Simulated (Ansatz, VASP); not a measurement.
## Two plane-wave programs on TiO2

Contents of INCAR:

```
PREC = Accurate ; ENCUT = 600
EDIFF = 1E-6 ; ISMEAR = -1
SIGMA = 0.1 ; LREAL = False
LASPH = True ; NELM = 100
ALGO = Normal ; ISIF = 3
LWAVE = False ; LCHARG = False
GGA = PS ; IBRION = 2
NSW = 100 ; EDIFFG = -0.002
```

The input KPOINTS:

```
Automatic mesh
0
Gamma
  8 8 12
```

POSCAR

```
TiO2
1.0
    4.5922000000      0.0000000000      0.0000000000
    0.0000000000      4.5922000000      0.0000000000
    0.0000000000      0.0000000000      2.9574000000
Ti O
2 4
Direct
    0.0000000000      0.0000000000      0.0000000000
    0.5000000000      0.5000000000      0.5000000000
    0.3049600000      0.3049600000      0.0000000000
    0.1950400000      0.8049600000      0.5000000000
    0.6950400000      0.6950400000      0.0000000000
    0.8049600000      0.1950400000      0.5000000000
```

Input for Ansatz:

```yaml
crystal:
  lattice:
    - [4.5922, 0.0, 0.0]
    - [0.0, 4.5922, 0.0]
    - [0.0, 0.0, 2.9574]
  atoms:
    - { symbol: Ti, position: [0.0, 0.0, 0.0] }
    - { symbol: Ti, position: [0.5, 0.5, 0.5] }
    - { symbol: O, position: [0.30496, 0.30496, 0.0] }
    - { symbol: O, position: [0.19504, 0.80496, 0.5] }
    - { symbol: O, position: [0.69504, 0.69504, 0.0] }
    - { symbol: O, position: [0.80496, 0.19504, 0.5] }
kpoints:
  mp_grid: { grid: [8, 8, 12] }
scf:
  occupations: { method: fermi_dirac, width: 0.1 }
hamiltonian:
  xc: pbesol
  pseudopotentials: { kind: paw }
relax:
  f_tol: 0.002
  max_steps: 80
  cell: {}
output:
  forces: true
  stress: true
  write_density: true
  write_potential: true
  elf: true
  volumetric_format: npy
```

Alike in both runs: task relaxation of cell and atoms; functional PBEsol; k mesh 8 × 8 × 12; occupations fermi-dirac, width 0.1 eV; no spin polarisation.

|  | VASP | Ansatz |
| --- | --- | --- |
| version | VASP 6.6.1 | Ansatz 0.2.0 |
| potentials or method | VASP PAW PBE potentials, release 64 (Ti_sv, O) | PAW with Ansatz's default frozen-core files, scalar-relativistic |
| plane-wave cutoff (eV) | 600 | 420 |
| valence electrons in the cell | 48 | 48 |

```csv
,VASP,Ansatz,Ansatz less VASP
relaxed volume (Å³/atom),10.34,10.33,-0.014
relaxed length of the cell vector where the two differ most in proportion (Å),2.942,2.939,-0.0029
```

VASP's potentials were made for PBE, not for PBEsol.
